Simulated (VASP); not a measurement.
# GaGe (F-43m) in VASP: a series of runs

Runs on GaGe. Level: PBE. Tasks: single point.

All numbers are computed with VASP 6.6.1; they aren't measurements. Logs are shortened: lines on timing, memory, paths and dates and some standing lists are left out, and cuts for length are marked.

## (1) The cell of the first run

It takes space group F-43m (No. 216, cubic). The conventional cell has a = 5.358 Å, b = 5.358 Å, c = 5.358 Å, α = 90.00°, β = 90.00°, γ = 90.00°. Within 3.1 Å of Ge (site symmetry -43m) lie 4 Ga at 2.32 Å. Within 3.1 Å of Ga (site symmetry -43m) lie 4 Ge at 2.32 Å.

## (2) Single point, PBE

INCAR

```
SYSTEM = GaGe
PREC     = Accurate       ! precision mode
ENCUT    = 520            ! plane-wave cutoff, eV
EDIFF    = 1E-6           ! SCF threshold, eV
ISMEAR   = -1             ! smearing method
SIGMA    = 0.05           ! smearing width, eV
LREAL    = .False.        ! projectors in reciprocal space
LASPH    = .True.         ! aspherical terms in the spheres
NELM     = 100            ! most SCF steps
ALGO     = Normal         ! electronic algorithm
ISIF     = 2              ! what is computed and relaxed
LWAVE    = .False.        ! write WAVECAR
LCHARG   = .True.         ! write CHGCAR
GGA      = PE             ! functional
LELF     = .True.         ! ELF
LVHAR    = .True.       
NBANDS   = 20             ! bands
```

KPOINTS

```
regular mesh
0
Gamma
  8 8 8
  0 0 0
```

POSCAR

```
GaGe
1.0
    0.0000000000      2.6787756474      2.6787756474
    2.6787756474      0.0000000000      2.6787756474
    2.6787756474      2.6787756474      0.0000000000
Ge Ga
1 1
Direct
    0.0000000000      0.0000000000      0.0000000000
    0.2500000000      0.2500000000      0.2500000000
```

Potentials or basis: VASP PAW PBE potentials, release 64 (Ge_d, Ga_d).

Launch:

```bash
$ cat potpaw_PBE.64/Ge_d/POTCAR potpaw_PBE.64/Ga_d/POTCAR > POTCAR
$ mpirun -np 1 vasp_std > vasp.out
```

OUTCAR:

```text
SYSTEM = GaGe
   PREC = Accurate
   ENCUT = 520
   EDIFF = 1E-6
   ISMEAR = -1
   LREAL = .False.
   LASPH = .True.
   NELM = 100
   ISIF = 2
   GGA = PE

 ion  position               nearest neighbor table
   1  0.000  0.000  0.000-   2 2.32   2 2.32   2 2.32   2 2.32
   2  0.250  0.250  0.250-   1 2.32   1 2.32   1 2.32   1 2.32

  LATTYP: Found a face centered cubic cell.
 ALAT       =     5.3575512948

  Lattice vectors:

 A1 = (   0.0000000000,   2.6787756474,   2.6787756474)
 A2 = (   2.6787756474,   0.0000000000,   2.6787756474)
 A3 = (   2.6787756474,   2.6787756474,   0.0000000000)

Analysis of symmetry for initial positions (statically):
=====================================================================
 Subroutine PRICEL returns:
 Original cell was already a primitive cell.

 Routine SETGRP: Setting up the symmetry group for a
 face centered cubic supercell.

 Subroutine GETGRP returns: Found 24 space group operations
 (whereof 24 operations were pure point group operations)
 out of a pool of 48 trial point group operations.

The static configuration has the point symmetry T_d .

Analysis of symmetry for dynamics (positions and initial velocities):
=====================================================================
 Subroutine PRICEL returns:
 Original cell was already a primitive cell.

 Routine SETGRP: Setting up the symmetry group for a
 face centered cubic supercell.

 Subroutine GETGRP returns: Found 24 space group operations
 (whereof 24 operations were pure point group operations)
 out of a pool of 48 trial point group operations.

The dynamic configuration has the point symmetry T_d .

 Subroutine INISYM returns: Found 24 space group operations
 (whereof 24 operations are pure point group operations),
 and found     1 'primitive' translations

----------------------------------------------------------------------------------------

                                     Primitive cell

  volume of cell :      38.4449

  direct lattice vectors                    reciprocal lattice vectors
     0.000000000  2.678775647  2.678775647    -0.186652436  0.186652436  0.186652436
     2.678775647  0.000000000  2.678775647     0.186652436 -0.186652436  0.186652436
     2.678775647  2.678775647  0.000000000     0.186652436  0.186652436 -0.186652436

  length of vectors
     3.788360851  3.788360851  3.788360851     0.323291502  0.323291502  0.323291502

  position of ions in fractional coordinates (direct lattice)
     0.000000000  0.000000000  0.000000000
     0.250000000  0.250000000  0.250000000

  ion indices of the primitive-cell ions
   primitive index   ion index
                 1           1
                 2           2

----------------------------------------------------------------------------------------

 KPOINTS: regular mesh

Automatic generation of k-mesh.
 Grid dimensions read from file:
 generate k-points for:    8    8    8

 Generating k-lattice:

  Cartesian coordinates                     Fractional coordinates (reciprocal lattice)
    -0.023331554  0.023331554  0.023331554     0.125000000  0.000000000  0.000000000
     0.023331554 -0.023331554  0.023331554     0.000000000  0.125000000  0.000000000
     0.023331554  0.023331554 -0.023331554     0.000000000  0.000000000  0.125000000

  Length of vectors
     0.040411438  0.040411438  0.040411438

  Shift w.r.t. Gamma in fractional coordinates (k-lattice)
     0.000000000  0.000000000  0.000000000

 Subroutine IBZKPT returns following result:
 ===========================================

 Found     29 irreducible k-points:

 Following reciprocal coordinates:
            Coordinates               Weight
  0.000000  0.000000  0.000000      1.000000
  0.125000  0.000000  0.000000      8.000000
  0.250000  0.000000  0.000000      8.000000
  0.375000  0.000000  0.000000      8.000000
  0.500000  0.000000  0.000000      4.000000
  0.125000  0.125000  0.000000      6.000000
[... 16 lines left out ...]
  0.500000  0.250000  0.125000     48.000000
 -0.375000  0.250000  0.125000     24.000000
 [... further k-points ...]
   k-points           NKPTS =     29   k-points in BZ     NKDIM =     29   number of bands    NBANDS=     20
   number of dos      NEDOS =    301   number of ions     NIONS =      2
   total plane-waves  NPLWV =  21952
   dimension x,y,z NGX =    28 NGY =   28 NGZ =   28
   dimension x,y,z NGXF=    56 NGYF=   56 NGZF=   56
   ions per type =               1   1
   NGX,Y,Z   is equivalent  to a cutoff of  12.29, 12.29, 12.29 a.u.
   NGXF,Y,Z  is equivalent  to a cutoff of  24.57, 24.57, 24.57 a.u.
 SYSTEM =  GaGe
   PREC   = accura    normal or accurate (medium, high low for compatibility)
   ISTART =      0    job   : 0-new  1-cont  2-samecut
   ICHARG =      2    charge: 1-file 2-atom 10-const
   ISPIN  =      1    spin polarized calculation?
   LNONCOLLINEAR =      F non collinear calculations
   LSORBIT =      F    spin-orbit coupling
   LASPH  =      T    aspherical Exc in radial PAW
   ENCUT  =  520.0 eV  38.22 Ry    6.18 a.u.   7.04  7.04  7.04*2*pi/ulx,y,z
   NELM   =    100;   NELMIN=  2; NELMDL= -5     # of ELM steps
   EDIFF  = 0.1E-05   stopping-criterion for ELM
   LREAL  =      F    real-space projection
[... 7 lines left out ...]
   TEBEG  =    0.0;   TEEND  =   0.0 temperature during run
   PSTRESS=    0.0 pullay stress
   NELECT =      27.0000    total number of electrons
   NUPDOWN=      -1.0000    fix difference up-down
   EMIN   =  10.00;   EMAX   =-10.00  energy-range for DOS
   EFERMI =   0.00;   METHOD = LEGACY
   ISMEAR =    -1;   SIGMA  =   0.05  broadening in eV -4-tet -1-fermi 0-gaus
   EFERMI_NEDOS =   21; number of points for ismear=-14 and -15
   IALGO  =     38    algorithm
   IMIX   =      4    mixing-type and parameters
     AMIX     =   0.40;   BMIX     =  1.00
     AMIX_MAG =   1.60;   BMIX_MAG =  1.00
  volume/ion in A,a.u.               =      19.22       129.72
  Fermi-wavevector in a.u.,A,eV,Ry     =   1.455179  2.749890 28.810960  2.117546
  Thomas-Fermi vector in A             =   2.572244
   LORBIT       =      0    0 simple, 1 ext, 2 COOP (PROOUT), +10 PAW based schemes
   GGA     = PE    functional components
   LHFCALC =     F    Hartree Fock is set to
   AEXX    =    0.0000 exact exchange contribution
   IVDW    =     0    specifies the selected vdW correction
   LEPSILON=     F    determine dielectric tensor
   LRPA    =     F    only Hartree local field effects (RPA)
 non-spin polarized calculation
  energy-cutoff  :      520.00
  volume of cell :       38.44
 maximum number of plane-waves:      1056
   NGX = 15   NGY = 15   NGZ = 15

 number of electron      26.9999981 magnetization

 Free energy of the ion-electron system (eV)
  ---------------------------------------------------
  ext. energy  EPLUGINS =         0.00000000
  ---------------------------------------------------
  free energy    TOTEN  =        -6.57388759 eV

  energy without entropy =       -6.56460389  energy(sigma->0) =       -6.56924574

 E-fermi :   5.0455     XC(G=0): -10.6844

 val. band max:        5.0415698784   @ k =   0.3750   0.1250   0.0000
 cond. band min:       5.0593947117   @ k =   0.5000   0.1250   0.0000
 fundamental gap:      0.0178248334
 Fermi energy:         5.0454992281

 k-point     1 :       0.0000    0.0000    0.0000
  band No.  band energies     occupation
      1     -18.9804      2.00000
      2     -18.9804      2.00000
      3     -18.9804      2.00000
      4     -18.9411      2.00000
      5     -18.9411      2.00000
      6      -9.5742      2.00000
[... 12 lines left out ...]
     19      13.8317      0.00000
     20      16.9676      0.00000

 k-point     2 :       0.1250    0.0000    0.0000
  band No.  band energies     occupation
      1     -18.9804      2.00000
      2     -18.9795      2.00000
      3     -18.9795      2.00000
      4     -18.9407      2.00000
      5     -18.9407      2.00000
      6      -9.5846      2.00000
[... 12 lines left out ...]
     19      14.9337      0.00000
     20      15.6732      0.00000

 k-point     3 :       0.2500    0.0000    0.0000
  band No.  band energies     occupation
      1     -18.9805      2.00000
      2     -18.9775      2.00000
      3     -18.9775      2.00000
      4     -18.9399      2.00000
      5     -18.9399      2.00000
      6      -9.6090      2.00000
[... 12 lines left out ...]
     19      15.1079      0.00000
     20      15.4620      0.00000

 k-point     4 :       0.3750    0.0000    0.0000
  band No.  band energies     occupation
      1     -18.9806      2.00000
      2     -18.9756      2.00000
      3     -18.9756      2.00000
      4     -18.9388      2.00000
      5     -18.9388      2.00000
      6      -9.6323      2.00000
[... 12 lines left out ...]
     19      16.8105      0.00000
     20      17.0296      0.00000

 k-point     5 :       0.5000    0.0000    0.0000
  band No.  band energies     occupation
      1     -18.9806      2.00000
      2     -18.9749      2.00000
      3     -18.9749      2.00000
      4     -18.9383      2.00000
      5     -18.9383      2.00000
      6      -9.6418      2.00000
[... 12 lines left out ...]
     19      18.7175      0.00000
     20      19.1291      0.00000

 k-point     6 :       0.1250    0.1250    0.0000
  band No.  band energies     occupation
      1     -18.9817      2.00000
      2     -18.9785      2.00000
      3     -18.9785      2.00000
      4     -18.9417      2.00000
      5     -18.9396      2.00000
      6      -9.5934      2.00000
[... 12 lines left out ...]
     19      14.3110      0.00000
     20      15.3589      0.00000

 k-point     7 :       0.2500    0.1250    0.0000
  band No.  band energies     occupation
      1     -18.9823      2.00000
      2     -18.9767      2.00000
      3     -18.9764      2.00000
      4     -18.9419      2.00000
      5     -18.9383      2.00000
      6      -9.6127      2.00000
[... 12 lines left out ...]
     19      15.1583      0.00000
     20      16.6048      0.00000
[... 277 lines left out ...]
 k-point    20 :      -0.3750    0.3750    0.0000
  band No.  band energies     occupation
      1     -18.9839      2.00000
      2     -18.9715      2.00000
      3     -18.9694      2.00000
      4     -18.9432      2.00000
      5     -18.9343      2.00000
      6      -9.6609      2.00000
[... 12 lines left out ...]
     19      16.3572      0.00000
     20      17.2833      0.00000

 k-point    21 :       0.5000    0.5000    0.0000
  band No.  band energies     occupation
      1     -18.9892      2.00000
      2     -18.9674      2.00000
      3     -18.9674      2.00000
      4     -18.9463      2.00000
      5     -18.9315      2.00000
      6      -9.6775      2.00000
[... 12 lines left out ...]
     19      20.1947      0.00000
     20      20.8800      0.00000

 k-point    22 :       0.3750    0.2500    0.1250
  band No.  band energies     occupation
      1     -18.9826      2.00000
      2     -18.9749      2.00000
      3     -18.9743      2.00000
      4     -18.9421      2.00000
      5     -18.9369      2.00000
      6      -9.6302      2.00000
[... 12 lines left out ...]
     19      15.7657      0.00000
     20      17.9683      0.00000

 k-point    23 :       0.5000    0.2500    0.1250
  band No.  band energies     occupation
      1     -18.9811      2.00000
      2     -18.9752      2.00000
      3     -18.9722      2.00000
      4     -18.9412      2.00000
      5     -18.9366      2.00000
      6      -9.6428      2.00000
[... 12 lines left out ...]
     19      17.0026      0.00000
     20      17.7717      0.00000

 k-point    24 :      -0.3750    0.2500    0.1250
  band No.  band energies     occupation
      1     -18.9794      2.00000
      2     -18.9764      2.00000
      3     -18.9714      2.00000
      4     -18.9404      2.00000
      5     -18.9368      2.00000
      6      -9.6475      2.00000
[... 12 lines left out ...]
     19      15.2856      0.00000
     20      18.1722      0.00000

 [... further k-points ...]
[... 5 lines left out ...]
  --------------------------------------------------------------------------------------
  -------------------------------------------------------------------------------------
  Total        4.8009704      4.8009704      4.8009704      0.0000000      0.0000000      0.0000000
  in kB      200.0785746    200.0785746    200.0785746      0.0000000      0.0000000      0.0000000
  external PRESSURE =     200.0785746 kB  Pullay stress =       0.0000000 kB

 VOLUME and BASIS-vectors are now :
 -----------------------------------------------------------------------------
  energy-cutoff  :      520.00
  volume of cell :       38.44
      direct lattice vectors                 reciprocal lattice vectors
     0.000000000  2.678775647  2.678775647    -0.186652436  0.186652436  0.186652436
     2.678775647  0.000000000  2.678775647     0.186652436 -0.186652436  0.186652436
     2.678775647  2.678775647  0.000000000     0.186652436  0.186652436 -0.186652436

 POSITION                                       TOTAL-FORCE (eV/Angst)
 -----------------------------------------------------------------------------------
      0.00000      0.00000      0.00000         0.000000     -0.000000     -0.000000
      1.33939      1.33939      1.33939         0.000000      0.000000      0.000000
 -----------------------------------------------------------------------------------
    total drift:                               -0.000002     -0.000002     -0.000002

  FREE ENERGIE OF THE ION-ELECTRON SYSTEM (eV)
  ---------------------------------------------------
  free  energy   TOTEN  =        -6.5738875869 eV

  energy  without entropy=       -6.5646038930  energy(sigma->0) =       -6.56924574
```

Wall time 9.5 s (1 thread of Intel Xeon 6975P-C (Granite Rapids), shared host); peak memory 0.16 GiB.

What came out:

```
Free energy : -6.5739 eV
Pressure    : 20.0 GPa
```

Levels at points of the mesh, in eV from the Fermi level:
| k point | band 11 | band 12 | band 13 | band 14 | band 15 | band 16 | band 17 | band 18 |
| --- | --- | --- | --- | --- | --- | --- | --- | --- |
| (0.00, 0.00, 0.00) | -12.03 | 2.21 | 2.21 | 2.21 | 4.54 | 4.88 | 4.88 | 4.88 |
| (0.50, 0.00, 0.00) | -9.35 | -6.31 | 0.49 | 0.49 | 3.30 | 5.86 | 5.86 | 8.66 |
| (0.50, 0.50, 0.00) | -7.96 | -6.49 | -1.68 | -1.68 | 2.37 | 2.60 | 13.44 | 13.44 |

(Part 1 of 2 ends here.)
